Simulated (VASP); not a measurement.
# InHgO2 (P4_2/mmc) in VASP: single point with PBE

Aim: the single point of InHgO2 with PBE.

Everything below comes from runs of VASP 6.6.1. Logs are shortened: lines on timing, memory, paths and dates and some standing lists are left out, and cuts for length are marked.

### Step 1. The cell of the first run

It takes space group P4_2/mmc (No. 131, tetragonal). Conventional cell: a = 4.124 Å, b = 4.124 Å, c = 8.247 Å, α = 90.00°, β = 90.00°, γ = 90.00°. Within 3.8 Å of In (site symmetry -4m2) lie 8 O at 2.92 Å and 8 Hg at 3.57 Å. Hg (site symmetry mmm) has 4 O at 2.06 Å within 2.7 Å. Within 2.7 Å of O (site symmetry mmm) lie 2 Hg at 2.06 Å. O (site symmetry -4m2) has 2 Hg at 2.06 Å within 2.7 Å.

### Step 2. Single point, PBE (atoms taken out)

Input file INCAR:

```
PREC = Accurate
ENCUT = 700
EDIFF = 1E-6
ISMEAR = 0
SIGMA = 0.1
LREAL = F
LASPH = T
NELM = 120
ALGO = Normal
ISIF = 2
LWAVE = F
LCHARG = T
GGA = PE
LELF = T
LVHAR = T
NBANDS = 55
GGA_COMPAT = F
```

Input file KPOINTS:

```
Automatic mesh
0
Gamma
  4 4 2
```

Input file POSCAR:

```
InHgO2
1.0
    4.1237456600      0.0000000000      0.0000000000
    0.0000000000      4.1237456600      0.0000000000
    0.0000000000      0.0000000000      8.2474913300
In Hg O
2 2 4
Direct
    0.5000000000      0.5000000000      0.2500000000
    0.5000000000      0.5000000000      0.7500000000
    0.0000000000      0.0000000000      0.0000000000
    0.0000000000      0.0000000000      0.5000000000
    0.5000000000      0.0000000000      0.0000000000
    0.0000000000      0.5000000000      0.5000000000
    0.0000000000      0.0000000000      0.2500000000
    0.0000000000      0.0000000000      0.7500000000
```

Potentials or basis: VASP PAW PBE potentials, release 64 (In_d, Hg_sv_GW, O).

Started as:

```bash
$ cat potpaw_PBE.64/In_d/POTCAR potpaw_PBE.64/Hg_sv_GW/POTCAR potpaw_PBE.64/O/POTCAR > POTCAR
$ mpirun -np 1 vasp_std > vasp.out
```

OUTCAR:

```text
PREC = Accurate
   ENCUT = 700
   EDIFF = 1E-6
   ISMEAR = 0
   LREAL = F
   LASPH = T
   NELM = 120
   ISIF = 2
   GGA = PE

 ion  position               nearest neighbor table
   1  0.500  0.500  0.250-   7 2.92   7 2.92   7 2.92   7 2.92   6 2.92   6 2.92   5 2.92   5 2.92
                             3 3.57   3 3.57   4 3.57   3 3.57   4 3.57   3 3.57   4 3.57   4 3.57
   2  0.500  0.500  0.750-   8 2.92   8 2.92   8 2.92   8 2.92   6 2.92   6 2.92   5 2.92   5 2.92
                             3 3.57   3 3.57   4 3.57   3 3.57   4 3.57   3 3.57   4 3.57   4 3.57
   3  0.000  0.000  0.000-   5 2.06   5 2.06   8 2.06   7 2.06   1 3.57   1 3.57   2 3.57   1 3.57
                             2 3.57   2 3.57   1 3.57   2 3.57
   4  0.000  0.000  0.500-   6 2.06   6 2.06   8 2.06   7 2.06   1 3.57   1 3.57   2 3.57   2 3.57
                             1 3.57   2 3.57   1 3.57   2 3.57
   5  0.500  0.000  0.000-   3 2.06   3 2.06   1 2.92   1 2.92   2 2.92   2 2.92
   6  0.000  0.500  0.500-   4 2.06   4 2.06   1 2.92   2 2.92   1 2.92   2 2.92
   7  0.000  0.000  0.250-   3 2.06   4 2.06   1 2.92   1 2.92   1 2.92   1 2.92
   8  0.000  0.000  0.750-   3 2.06   4 2.06   2 2.92   2 2.92   2 2.92   2 2.92

  LATTYP: Found a simple tetragonal cell.
 ALAT       =     4.1237456600
 C/A-ratio  =     2.0000000024

  Lattice vectors:

 A1 = (   4.1237456600,   0.0000000000,   0.0000000000)
 A2 = (   0.0000000000,   4.1237456600,   0.0000000000)
 A3 = (   0.0000000000,   0.0000000000,   8.2474913300)

Analysis of symmetry for initial positions (statically):
=====================================================================
 Subroutine PRICEL returns:
 Original cell was already a primitive cell.

 Routine SETGRP: Setting up the symmetry group for a
 simple tetragonal supercell.

 Subroutine GETGRP returns: Found 16 space group operations
 (whereof  8 operations were pure point group operations)
 out of a pool of 16 trial point group operations.

The static configuration has the point symmetry D_2h.
 The point group associated with its full space group is D_4h.

Analysis of symmetry for dynamics (positions and initial velocities):
=====================================================================
 Subroutine PRICEL returns:
 Original cell was already a primitive cell.

 Routine SETGRP: Setting up the symmetry group for a
 simple tetragonal supercell.

 Subroutine GETGRP returns: Found 16 space group operations
 (whereof  8 operations were pure point group operations)
 out of a pool of 16 trial point group operations.

The dynamic configuration has the point symmetry D_2h.
 The point group associated with its full space group is D_4h.
[... 106 lines left out ...]
   POTIM  = 0.5000    time-step for ionic-motion
   TEBEG  =    0.0;   TEEND  =   0.0 temperature during run
   PSTRESS=    0.0 pullay stress
   NELECT =      90.0000    total number of electrons
   NUPDOWN=      -1.0000    fix difference up-down
   EMIN   =  10.00;   EMAX   =-10.00  energy-range for DOS
   EFERMI =   0.00;   METHOD = LEGACY
   ISMEAR =     0;   SIGMA  =   0.10  broadening in eV -4-tet -1-fermi 0-gaus
   EFERMI_NEDOS =   21; number of points for ismear=-14 and -15
   IALGO  =     38    algorithm
   IMIX   =      4    mixing-type and parameters
     AMIX     =   0.40;   BMIX     =  1.00
     AMIX_MAG =   1.60;   BMIX_MAG =  1.00
  volume/ion in A,a.u.               =      17.53       118.31
  Fermi-wavevector in a.u.,A,eV,Ry     =   1.412062  2.668410 27.128920  1.993919
  Thomas-Fermi vector in A             =   2.533849
   LORBIT       =      0    0 simple, 1 ext, 2 COOP (PROOUT), +10 PAW based schemes
   GGA     = PE    functional components
   LHFCALC =     F    Hartree Fock is set to
   AEXX    =    0.0000 exact exchange contribution
   IVDW    =     0    specifies the selected vdW correction
   LEPSILON=     F    determine dielectric tensor
   LRPA    =     F    only Hartree local field effects (RPA)
 non-spin polarized calculation
 Gauss-broadening in eV      SIGMA  =   0.10
  energy-cutoff  :      700.00
  volume of cell :      140.25
 maximum number of plane-waves:      5984
 NGX is ok and might be reduce to    36
   NGX = 17   NGY = 17   NGZ = 35

 number of electron      89.9999962 magnetization

 Free energy of the ion-electron system (eV)
  ---------------------------------------------------
  ext. energy  EPLUGINS =         0.00000000
  ---------------------------------------------------
  free energy    TOTEN  =       -25.78077229 eV

  energy without entropy =      -25.74321228  energy(sigma->0) =      -25.76199229

 E-fermi :   4.5696     XC(G=0): -10.3294

 val. band max:        4.5280815432   @ k =   0.2500   0.0000   0.5000
 cond. band min:       4.5987880547   @ k =   0.5000   0.2500   0.0000
 fundamental gap:      0.0707065114
 Fermi energy:         4.5696129684

 k-point     1 :       0.0000    0.0000    0.0000
  band No.  band energies     occupation
      1    -110.2615      2.00000
      2    -110.2615      2.00000
      3     -58.6312      2.00000
      4     -58.6304      2.00000
      5     -58.6303      2.00000
      6     -58.6303      2.00000
[... 685 lines left out ...]
     54      10.8263      0.00000
     55      11.8153      0.00000

------------------------ aborting loop because EDIFF is reached ----------------------------------------

  FORCE on cell =-STRESS in cart. coord.  units (eV):
  Direction    XX          YY          ZZ          XY          YZ          ZX
  --------------------------------------------------------------------------------------
  -------------------------------------------------------------------------------------
  Total        3.7232533      3.7232533      9.7597938     -0.0000000      0.0000000      0.0000000
  in kB       42.5331502     42.5331502    111.4924900     -0.0000000      0.0000000      0.0000000
  external PRESSURE =      65.5195968 kB  Pullay stress =       0.0000000 kB

 VOLUME and BASIS-vectors are now :
 -----------------------------------------------------------------------------
  energy-cutoff  :      700.00
  volume of cell :      140.25
      direct lattice vectors                 reciprocal lattice vectors
     4.123745660  0.000000000  0.000000000     0.242497982  0.000000000  0.000000000
     0.000000000  4.123745660  0.000000000     0.000000000  0.242497982  0.000000000
     0.000000000  0.000000000  8.247491330     0.000000000  0.000000000  0.121248991

 POSITION                                       TOTAL-FORCE (eV/Angst)
 -----------------------------------------------------------------------------------
      2.06187      2.06187      2.06187        -0.000000     -0.000000      0.000000
      2.06187      2.06187      6.18562        -0.000000     -0.000000      0.000000
      0.00000      0.00000      0.00000        -0.000000     -0.000000      0.000000
      0.00000      0.00000      4.12375        -0.000000     -0.000000      0.000000
      2.06187      0.00000      0.00000        -0.000000     -0.000000      0.000000
      0.00000      2.06187      4.12375        -0.000000     -0.000000      0.000000
      0.00000      0.00000      2.06187         0.000000      0.000000      0.000000
      0.00000      0.00000      6.18562        -0.000000     -0.000000      0.000000
 -----------------------------------------------------------------------------------
    total drift:                                0.000000      0.000000      0.000000

  FREE ENERGIE OF THE ION-ELECTRON SYSTEM (eV)
  ---------------------------------------------------
  free  energy   TOTEN  =       -25.7807722926 eV

  energy  without entropy=      -25.7432122798  energy(sigma->0) =      -25.76199229
```

OSZICAR:

```text
N       E                     dE             d eps       ncg     rms          rms(c)
DAV:   1     0.194691908597E+04    0.19469E+04   -0.53613E+04  1455   0.268E+03
DAV:   2     0.347876394349E+03   -0.15990E+04   -0.15320E+04  1320   0.917E+02
DAV:   3     0.385099138320E+01   -0.34403E+03   -0.32582E+03  1761   0.374E+02
DAV:   4    -0.330749676055E+02   -0.36926E+02   -0.36224E+02  1920   0.138E+02
DAV:   5    -0.343036416618E+02   -0.12287E+01   -0.12237E+01  1883   0.299E+01    0.476E+01
DAV:   6    -0.263104245155E+02    0.79932E+01   -0.37828E+01  2083   0.620E+01    0.458E+01
DAV:   7    -0.259565080333E+02    0.35392E+00   -0.47905E+00  1880   0.191E+01    0.330E+01
DAV:   8    -0.260114947591E+02   -0.54987E-01   -0.30290E+00  1928   0.138E+01    0.876E+00
DAV:   9    -0.257906362605E+02    0.22086E+00   -0.99919E-01  2060   0.877E+00    0.269E+00
DAV:  10    -0.257798680843E+02    0.10768E-01   -0.16622E-01  1857   0.228E+00    0.857E-01
DAV:  11    -0.257807535896E+02   -0.88551E-03   -0.12401E-02  1849   0.631E-01    0.758E-01
DAV:  12    -0.257807688663E+02   -0.15277E-04   -0.15804E-03  2079   0.291E-01    0.862E-02
DAV:  13    -0.257807640033E+02    0.48630E-05   -0.22179E-04  1898   0.110E-01    0.698E-02
DAV:  14    -0.257807690472E+02   -0.50439E-05   -0.21408E-05  1883   0.374E-02    0.208E-02
DAV:  15    -0.257807718758E+02   -0.28286E-05   -0.29798E-06  1139   0.115E-02    0.243E-02
DAV:  16    -0.257807722926E+02   -0.41686E-06   -0.23180E-06  1193   0.135E-02
   1 F= -.25780772E+02 E0= -.25761992E+02  d E =-.375600E-01
```

stdout:

```text
POSCAR found type information on POSCAR InHgO
 POSCAR found :  3 types and       8 ions
 scaLAPACK will be used
 LDA part: xc-table for (Slater+PW92), standard interpolation
 POSCAR, INCAR and KPOINTS ok, starting setup
 FFT: planning ... GRIDC
 FFT: planning ... GRID_SOFT
 FFT: planning ... GRID
 WAVECAR not read
 entering main loop
```

Run time: 2.7 min. Hardware: 1 thread of Intel Xeon Platinum 8375C at 2.90GHz (Ice Lake), shared host; peak memory 0.38 GiB.

What came out:

| Property | Result |
| --- | --- |
| Free energy | -25.7808 eV |
| Pressure | 6.6 GPa |
| Band gap on the k mesh | zero (bands 45 and 46 overlap by 1.68 eV) |

Caveat: the k points lie up to 0.38 Å⁻¹ apart, too coarse for converged energies and pressures of a metal; the cell differs from its parent crystal (atoms taken out); spin-orbit coupling is left out, which moves the levels of the heavy elements.

The gap in the log of VASP goes by the Fermi energy; the results here count the filled bands.